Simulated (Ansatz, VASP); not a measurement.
**Two plane-wave programs on W**

```
W
1.0
     0.00000   -2.03000   -2.03000
     0.00000    2.03000   -2.03000
     4.06000    0.00000    0.00000
W
2
Direct
  0.50000 0.50000 0.50616
  0.00000 0.00000 0.99384
```

Change from the starting cell: mode 6 (197.5 1/cm) frozen in, largest displacement +0.025 Å.

Alike in both runs: task single point; functional PBEsol; k mesh 16 × 16 × 12; occupations gaussian, width 0.15 eV; no spin polarisation.

|  | VASP | Ansatz |
| --- | --- | --- |
| version | VASP 6.6.1 | Ansatz 0.2.0 |
| potentials or method | VASP PAW PBE potentials, release 64 (W_sv), cutoff 520 eV | scalar-relativistic, plane waves, PAW |
| valence electrons in the cell | 28 | 28 |

|  | VASP | Ansatz | Ansatz less VASP |
| --- | --- | --- | --- |
| gap on the k mesh at the Fermi level (eV) | none | none | - |
| pressure (GPa) | -11.9 | -12.3 | -0.49 |
| traceless stress, the component that is largest in VASP (GPa) | -0.70 | -0.68 | +0.012 |
| rms of the force components (eV/Å) | 0.378 | 0.374 | -0.0044 |

VASP's potentials were made for PBE, not for PBEsol. Atom by atom the forces differ by 0.004 eV/Å (rms over components). A gap of «none» marks a metal or a gap that the smearing closes. The functional is the same, so the differences come from potentials, cutoffs and numerics.

Spin-orbit coupling is off throughout.
